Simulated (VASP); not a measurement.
# Na (Fd-3m) in VASP: notebook

The runs below take Na through single point, with PBEsol.

All numbers are computed with VASP 6.6.1; they aren't measurements. Logs are shortened: lines on timing, memory, paths and dates and some standing lists are left out, and cuts for length are marked.

## (1) The cell of the first run

The structure is cubic, space group Fd-3m (No. 227). Conventional cell: a = 7.678 Å, b = 7.678 Å, c = 7.678 Å, α = 90.00°, β = 90.00°, γ = 90.00°. Na (site symmetry -43m) has 4 Na at 3.32 Å within 4.4 Å.

## (2) Single point, PBEsol (volume scaled by 1.08)

INCAR reads:

```
SYSTEM = Na
ALGO = Normal
EDIFF = 1E-7
ENCUT = 520
GGA = PS
ISIF = 2
ISMEAR = -1
LASPH = .TRUE.
LCHARG = .FALSE.
LREAL = .FALSE.
LWAVE = .FALSE.
NBANDS = 14
NELM = 80
PREC = Accurate
SIGMA = 0.1
```

KPOINTS reads:

```
k-points
0
G
  8 8 8
  0 0 0
```

POSCAR reads:

```
Na
1.0
    0.0000000000      3.8392180115      3.8392180115
    3.8392180115      0.0000000000      3.8392180115
    3.8392180115      3.8392180115      0.0000000000
Na
2
Direct
    0.1250000000      0.1250000000      0.1250000000
    0.8750000000      0.8750000000      0.8750000000
```

Potentials or basis: VASP PAW PBE potentials, release 64 (Na_pv).

Run with:

```console
cat potpaw_PBE.64/Na_pv/POTCAR > POTCAR
mpirun -np 1 vasp_std > vasp.out
```

OUTCAR:

```text
SYSTEM = Na
   EDIFF = 1E-7
   ENCUT = 520
   GGA = PS
   ISIF = 2
   ISMEAR = -1
   LASPH = .TRUE.
   LREAL = .FALSE.
   NELM = 80
   PREC = Accurate

 ion  position               nearest neighbor table
   1  0.125  0.125  0.125-
   2  0.875  0.875  0.875-

  LATTYP: Found a face centered cubic cell.
 ALAT       =     7.6784360230

  Lattice vectors:

 A1 = (   0.0000000000,   3.8392180115,   3.8392180115)
 A2 = (   3.8392180115,   0.0000000000,   3.8392180115)
 A3 = (   3.8392180115,   3.8392180115,   0.0000000000)

Analysis of symmetry for initial positions (statically):
=====================================================================
 Subroutine PRICEL returns:
 Original cell was already a primitive cell.

 Routine SETGRP: Setting up the symmetry group for a
 face centered cubic supercell.

 Subroutine GETGRP returns: Found 48 space group operations
 (whereof 12 operations were pure point group operations)
 out of a pool of 48 trial point group operations.

The static configuration has the point symmetry D_3d.
 The point group associated with its full space group is O_h .

Analysis of symmetry for dynamics (positions and initial velocities):
=====================================================================
 Subroutine PRICEL returns:
 Original cell was already a primitive cell.

 Routine SETGRP: Setting up the symmetry group for a
 face centered cubic supercell.

 Subroutine GETGRP returns: Found 48 space group operations
 (whereof 12 operations were pure point group operations)
 out of a pool of 48 trial point group operations.

The dynamic configuration has the point symmetry D_3d.
 The point group associated with its full space group is O_h .

 Subroutine INISYM returns: Found 48 space group operations
 (whereof 12 operations are pure point group operations),
 and found     1 'primitive' translations

----------------------------------------------------------------------------------------

                                     Primitive cell

  volume of cell :     113.1770

  direct lattice vectors                    reciprocal lattice vectors
     0.000000000  3.839218011  3.839218011    -0.130234855  0.130234855  0.130234855
     3.839218011  0.000000000  3.839218011     0.130234855 -0.130234855  0.130234855
     3.839218011  3.839218011  0.000000000     0.130234855  0.130234855 -0.130234855

  length of vectors
     5.429474181  5.429474181  5.429474181     0.225573385  0.225573385  0.225573385

  position of ions in fractional coordinates (direct lattice)
     0.125000000  0.125000000  0.125000000
     0.875000000  0.875000000  0.875000000

  ion indices of the primitive-cell ions
   primitive index   ion index
                 1           1
                 2           2

----------------------------------------------------------------------------------------

 KPOINTS: k-points

Automatic generation of k-mesh.
 Grid dimensions read from file:
 generate k-points for:    8    8    8

 Generating k-lattice:

  Cartesian coordinates                     Fractional coordinates (reciprocal lattice)
    -0.016279357  0.016279357  0.016279357     0.125000000  0.000000000  0.000000000
     0.016279357 -0.016279357  0.016279357     0.000000000  0.125000000  0.000000000
     0.016279357  0.016279357 -0.016279357     0.000000000  0.000000000  0.125000000

  Length of vectors
     0.028196673  0.028196673  0.028196673

  Shift w.r.t. Gamma in fractional coordinates (k-lattice)
     0.000000000  0.000000000  0.000000000

 Subroutine IBZKPT returns following result:
 ===========================================

 Found     29 irreducible k-points:

 Following reciprocal coordinates:
            Coordinates               Weight
  0.000000  0.000000  0.000000      1.000000
  0.125000  0.000000  0.000000      8.000000
  0.250000  0.000000  0.000000      8.000000
  0.375000  0.000000  0.000000      8.000000
  0.500000  0.000000  0.000000      4.000000
  0.125000  0.125000  0.000000      6.000000
[... 16 lines left out ...]
  0.500000  0.250000  0.125000     48.000000
 -0.375000  0.250000  0.125000     24.000000
 [... further k-points ...]
   k-points           NKPTS =     29   k-points in BZ     NKDIM =     29   number of bands    NBANDS=     14
   number of dos      NEDOS =    301   number of ions     NIONS =      2
   total plane-waves  NPLWV =  64000
   dimension x,y,z NGX =    40 NGY =   40 NGZ =   40
   dimension x,y,z NGXF=    80 NGYF=   80 NGZF=   80
   ions per type =               2
   NGX,Y,Z   is equivalent  to a cutoff of  12.25, 12.25, 12.25 a.u.
   NGXF,Y,Z  is equivalent  to a cutoff of  24.50, 24.50, 24.50 a.u.
 SYSTEM =  Na
   PREC   = accura    normal or accurate (medium, high low for compatibility)
   ISTART =      0    job   : 0-new  1-cont  2-samecut
   ICHARG =      2    charge: 1-file 2-atom 10-const
   ISPIN  =      1    spin polarized calculation?
   LNONCOLLINEAR =      F non collinear calculations
   LSORBIT =      F    spin-orbit coupling
   LASPH  =      T    aspherical Exc in radial PAW
   ENCUT  =  520.0 eV  38.22 Ry    6.18 a.u.  10.10 10.10 10.10*2*pi/ulx,y,z
   NELM   =     80;   NELMIN=  2; NELMDL= -5     # of ELM steps
   EDIFF  = 0.1E-06   stopping-criterion for ELM
   LREAL  =      F    real-space projection
   EDIFFG = 0.1E-05   stopping-criterion for IOM
   NSW    =      0    number of steps for IOM
   IBRION =     -1    ionic relax: 0-MD 1-quasi-New 2-CG
   NFREE  =      0    steps in history (QN), initial steepest desc. (CG)
   ISIF   =      2    stress and relaxation
   ISYM   =      2    0-nonsym 1-usesym 2-fastsym
   POTIM  = 0.5000    time-step for ionic-motion
   TEBEG  =    0.0;   TEEND  =   0.0 temperature during run
   PSTRESS=    0.0 pullay stress
   NELECT =      14.0000    total number of electrons
   NUPDOWN=      -1.0000    fix difference up-down
   EMIN   =  10.00;   EMAX   =-10.00  energy-range for DOS
   EFERMI =   0.00;   METHOD = LEGACY
   ISMEAR =    -1;   SIGMA  =   0.10  broadening in eV -4-tet -1-fermi 0-gaus
   EFERMI_NEDOS =   21; number of points for ismear=-14 and -15
   IALGO  =     38    algorithm
   IMIX   =      4    mixing-type and parameters
     AMIX     =   0.40;   BMIX     =  1.00
     AMIX_MAG =   1.60;   BMIX_MAG =  1.00
  volume/ion in A,a.u.               =      56.59       381.88
  Fermi-wavevector in a.u.,A,eV,Ry     =   0.815702  1.541453  9.052900  0.665369
  Thomas-Fermi vector in A             =   1.925837
   LORBIT       =      0    0 simple, 1 ext, 2 COOP (PROOUT), +10 PAW based schemes
   GGA     = PS    functional components
   LHFCALC =     F    Hartree Fock is set to
   AEXX    =    0.0000 exact exchange contribution
   IVDW    =     0    specifies the selected vdW correction
   LEPSILON=     F    determine dielectric tensor
   LRPA    =     F    only Hartree local field effects (RPA)
 non-spin polarized calculation
  energy-cutoff  :      520.00
  volume of cell :      113.18
 maximum number of plane-waves:      3071
   NGX = 21   NGY = 21   NGZ = 21

 number of electron      13.9999991 magnetization

 Free energy of the ion-electron system (eV)
  ---------------------------------------------------
  ext. energy  EPLUGINS =         0.00000000
  ---------------------------------------------------
  free energy    TOTEN  =        -2.10530081 eV

  energy without entropy =       -2.06908449  energy(sigma->0) =       -2.08719265

 E-fermi :  -0.7200     XC(G=0):  -5.4259

 val. band max:       -0.7344986289   @ k =   0.5000   0.1250   0.0000
 cond. band min:      -0.7010084394   @ k =  -0.3750   0.2500   0.1250
 fundamental gap:      0.0334901895
 Fermi energy:        -0.7199689934

 k-point     1 :       0.0000    0.0000    0.0000
  band No.  band energies     occupation
      1     -26.0395      2.00000
      2     -26.0395      2.00000
      3     -26.0395      2.00000
      4     -26.0092      2.00000
      5     -26.0092      2.00000
      6     -26.0092      2.00000
      7      -3.1898      2.00000
      8       3.7559      0.00000
      9       3.7560      0.00000
     10       3.7560      0.00000
     11       4.0874      0.00000
     12       4.0874      0.00000
     13       4.0874      0.00000
     14       5.6935      0.00000

 k-point     2 :       0.1250    0.0000    0.0000
  band No.  band energies     occupation
      1     -26.0400      2.00000
      2     -26.0400      2.00000
      3     -26.0393      2.00000
      4     -26.0095      2.00000
      5     -26.0088      2.00000
      6     -26.0088      2.00000
      7      -3.0692      2.00000
      8       2.5127      0.00000
      9       3.4212      0.00000
     10       3.4212      0.00000
     11       4.3574      0.00000
     12       4.5540      0.00000
     13       4.5540      0.00000
     14       5.5834      0.00000

 k-point     3 :       0.2500    0.0000    0.0000
  band No.  band energies     occupation
      1     -26.0411      2.00000
      2     -26.0411      2.00000
      3     -26.0389      2.00000
      4     -26.0101      2.00000
      5     -26.0077      2.00000
      6     -26.0077      2.00000
      7      -2.7100      2.00000
      8       1.0867      0.00000
      9       3.1496      0.00000
     10       3.1496      0.00000
     11       4.2106      0.00000
     12       4.4945      0.00000
     13       4.4945      0.00000
     14       5.6117      0.00000

 k-point     4 :       0.3750    0.0000    0.0000
  band No.  band energies     occupation
      1     -26.0421      2.00000
      2     -26.0421      2.00000
      3     -26.0385      2.00000
      4     -26.0108      2.00000
      5     -26.0067      2.00000
      6     -26.0067      2.00000
      7      -2.1238      2.00000
      8      -0.1620      0.00752
      9       3.0459      0.00000
     10       3.0459      0.00000
     11       4.0121      0.00000
     12       4.0121      0.00000
     13       4.1524      0.00000
     14       5.0708      0.00000

 k-point     5 :       0.5000    0.0000    0.0000
  band No.  band energies     occupation
      1     -26.0426      2.00000
      2     -26.0426      2.00000
      3     -26.0383      2.00000
      4     -26.0111      2.00000
      5     -26.0063      2.00000
      6     -26.0063      2.00000
      7      -1.5117      1.99927
      8      -0.9971      1.88221
      9       3.0381      0.00000
     10       3.0381      0.00000
     11       3.8109      0.00000
[... 276 lines left out ...]
 k-point    22 :       0.3750    0.2500    0.1250
  band No.  band energies     occupation
      1     -26.0435      2.00000
      2     -26.0424      2.00000
      3     -26.0355      2.00000
      4     -26.0136      2.00000
      5     -26.0065      2.00000
      6     -26.0054      2.00000
      7      -2.3916      2.00000
      8       1.3188      0.00000
      9       1.4183      0.00000
     10       2.5636      0.00000
     11       3.8986      0.00000
     12       3.9555      0.00000
     13       5.0901      0.00000
     14       6.1120      0.00000

 k-point    23 :       0.5000    0.2500    0.1250
  band No.  band energies     occupation
      1     -26.0449      2.00000
      2     -26.0433      2.00000
      3     -26.0336      2.00000
      4     -26.0155      2.00000
      5     -26.0056      2.00000
      6     -26.0042      2.00000
      7      -1.8079      1.99996
      8       0.1337      0.00039
      9       1.3087      0.00000
     10       1.9992      0.00000
     11       3.8543      0.00000
     12       4.4720      0.00000
     13       5.0887      0.00000
     14       6.2205      0.00000

 k-point    24 :      -0.3750    0.2500    0.1250
  band No.  band energies     occupation
      1     -26.0453      2.00000
      2     -26.0437      2.00000
      3     -26.0328      2.00000
      4     -26.0165      2.00000
      5     -26.0051      2.00000
      6     -26.0038      2.00000
      7      -1.1926      1.98244
      8      -0.7010      0.90548
      9       1.3618      0.00000
     10       1.7278      0.00000
     11       3.9090      0.00000
     12       4.2305      0.00000
     13       5.9774      0.00000
     14       6.5374      0.00000

 [... further k-points ...]
[... 5 lines left out ...]
  --------------------------------------------------------------------------------------
  -------------------------------------------------------------------------------------
  Total       -0.1494224     -0.1494224     -0.1494224     -0.0000000     -0.0000000     -0.0000000
  in kB       -2.1152806     -2.1152806     -2.1152806     -0.0000000     -0.0000000     -0.0000000
  external PRESSURE =      -2.1152806 kB  Pullay stress =       0.0000000 kB

 VOLUME and BASIS-vectors are now :
 -----------------------------------------------------------------------------
  energy-cutoff  :      520.00
  volume of cell :      113.18
      direct lattice vectors                 reciprocal lattice vectors
     0.000000000  3.839218011  3.839218011    -0.130234855  0.130234855  0.130234855
     3.839218011  0.000000000  3.839218011     0.130234855 -0.130234855  0.130234855
     3.839218011  3.839218011  0.000000000     0.130234855  0.130234855 -0.130234855

 POSITION                                       TOTAL-FORCE (eV/Angst)
 -----------------------------------------------------------------------------------
      0.95980      0.95980      0.95980         0.000000      0.000000     -0.000000
      6.71863      6.71863      6.71863        -0.000000     -0.000000      0.000000
 -----------------------------------------------------------------------------------
    total drift:                                0.000000      0.000000     -0.000000

  FREE ENERGIE OF THE ION-ELECTRON SYSTEM (eV)
  ---------------------------------------------------
  free  energy   TOTEN  =        -2.1053008083 eV

  energy  without entropy=       -2.0690844899  energy(sigma->0) =       -2.08719265
```

Run time: 38 s. Hardware: 1 thread of Intel Xeon Platinum 8488C (Sapphire Rapids), shared host; peak memory 0.23 GiB.

Results:

* Free energy: -2.1053 eV
* Pressure: -0.2 GPa
* Band gap on the k mesh: zero (band 7 reaches -0.31 eV, above the bottom of band 8 at -1.00 eV)

Caveat: the PAW data sets were made with another functional, which shifts forces and pressure a little.

(Continued in part 2 of 2.)
